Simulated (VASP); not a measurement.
Write the native input for VASP 6.6.1 that does the following.

| Property | Result |
| --- | --- |
| Task | relaxation of the atoms |
| Functional | PBEsol |
| Potentials or basis | VASP PAW PBE potentials, release 64 (Zn, O) |
| Cutoff | 520 eV |
| k mesh | 8 × 8 × 5 |
| Occupations | fermi-dirac, width 0.02 eV |
| Spin | no spin polarisation |
| Dipole correction | no |
| Further INCAR settings | ALGO = Normal; EDIFF = 1e-07; IBRION = 2; EDIFFG = -0.015; NSW = 80 |

The structure of ZnO (zincite) lies in POSCAR:

```
ZnO
1.0
    3.2274999067      0.0000000000      0.0000000000
   -1.6137499533      2.7950969099      0.0000000000
    0.0000000000      0.0000000000      5.1707703030
Zn O
2 2
Direct
    0.3333333333      0.6666666667      0.4990859689
    0.6666666667      0.3333333333     -0.0009140311
    0.6666666667      0.3333333333      0.3799240311
    0.3333333333      0.6666666667      0.8799240311
```

These files were run (other wordings do the same):

INCAR

```
  PREC = Accurate
  ENCUT = 520
  EDIFF = 1E-7
  ISMEAR = -1
  SIGMA = 0.02
  LREAL = F
  LASPH = T
  NELM = 120
  ALGO = Normal
  ISIF = 2
  LWAVE = F
  LCHARG = F
  GGA = PS
  IBRION = 2
  NSW = 80
  EDIFFG = -0.015
  GGA_COMPAT = F
  NELMIN = 4
```

KPOINTS

```
Automatic mesh
0
Gamma
  8 8 5
```

Potentials or basis: VASP PAW PBE potentials, release 64 (Zn, O).

The run is started by

```console
$ cat potpaw_PBE.64/Zn/POTCAR potpaw_PBE.64/O/POTCAR > POTCAR
$ mpirun -np 1 vasp_std > vasp.out
```

It gave:

```json
{
  "Pressure after relaxing": "2.5 GPa",
  "Largest force after relaxing": "0.005 eV/Å",
  "Band gap on the k mesh": "0.71 eV, direct"
}
```

Caveat: the relaxation stopped at its first step, so nothing moved; the PAW data sets were made with another functional, which shifts forces and pressure a little.

Run time: 47 s on 1 thread of Intel Xeon 8259CL, on a shared host, peak memory 0.17 GiB.
